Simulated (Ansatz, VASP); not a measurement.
**Two plane-wave programs on Sn3GeSe**

INCAR

```
SYSTEM = Sn3GeSe
PREC = Accurate
ENCUT = 600
EDIFF = 1E-6
ISMEAR = 0
SIGMA = 0.1
LREAL = .FALSE.
LASPH = .TRUE.
NELM = 100
ALGO = Normal
ISIF = 3
LWAVE = .FALSE.
LCHARG = .FALSE.
GGA = PE
IBRION = 2
NSW = 90
EDIFFG = -0.04
```

KPOINTS

```
regular mesh
0
G
  4 4 4
  0 0 0
```

POSCAR

```
Sn3GeSe
1.0
    5.3192437400      0.0000000000      0.0000000000
    0.0000000000      5.3192437400      0.0000000000
    0.0000000000      0.0000000000      5.3192437400
Sn Ge Se
3 1 1
Direct
    0.5000000000      0.0000000000      0.0000000000
    0.0000000000      0.5000000000      0.0000000000
    0.0000000000      0.0000000000      0.5000000000
    0.0000000000      0.0000000000      0.0000000000
    0.5000000000      0.5000000000      0.5000000000
```

Input for Ansatz:

```yaml
crystal:
  lattice:
    - [5.31924374, 0.0, 0.0]
    - [0.0, 5.31924374, 0.0]
    - [0.0, 0.0, 5.31924374]
  atoms:
    - { symbol: Sn, position: [0.5, 0.0, 0.0] }
    - { symbol: Sn, position: [0.0, 0.5, 0.0] }
    - { symbol: Sn, position: [0.0, 0.0, 0.5] }
    - { symbol: Ge, position: [0.0, 0.0, 0.0] }
    - { symbol: Se, position: [0.5, 0.5, 0.5] }
basis:
  ecutwfc: 420
kpoints:
  mp_grid: { grid: [4, 4, 4] }
hamiltonian:
  xc: pbe
scf:
  occupations: { method: gaussian, width: 0.1 }
  lower_state_search: "off"
output:
  forces: true
  stress: true
  eigenvalues: true
relax:
  adjacent_minimum: "off"
  f_tol: 0.04
  max_steps: 70
  cell: { stress_tol: 0.4 }
```

Alike in both runs: task relaxation of cell and atoms; functional PBE; k mesh 4 × 4 × 4; occupations gaussian, width 0.1 eV; no spin polarisation.

|  | VASP | Ansatz |
| --- | --- | --- |
| version | VASP 6.6.1 | Ansatz 0.2.0 |
| potentials or method | VASP PAW PBE potentials, release 64 (Sn_d, Ge_d, Se), cutoff 600 eV | scalar-relativistic, plane waves, PAW |
| valence electrons in the cell | 62 | 72 |

```tsv
	VASP	Ansatz	Ansatz less VASP
gap on the k mesh at the Fermi level, each at its own relaxed structure (eV)	none	none	-
relaxed volume (Å³/atom)	31.62	31.45	-0.163
relaxed cell length with the largest relative difference (Å)	5.407	5.398	-0.0093
```

A gap of «none» marks a metal or a gap that the smearing closes. VASP's potentials hold 62 valence electrons a cell and Ansatz's 72, so a difference there can come from the potentials and not from the codes.
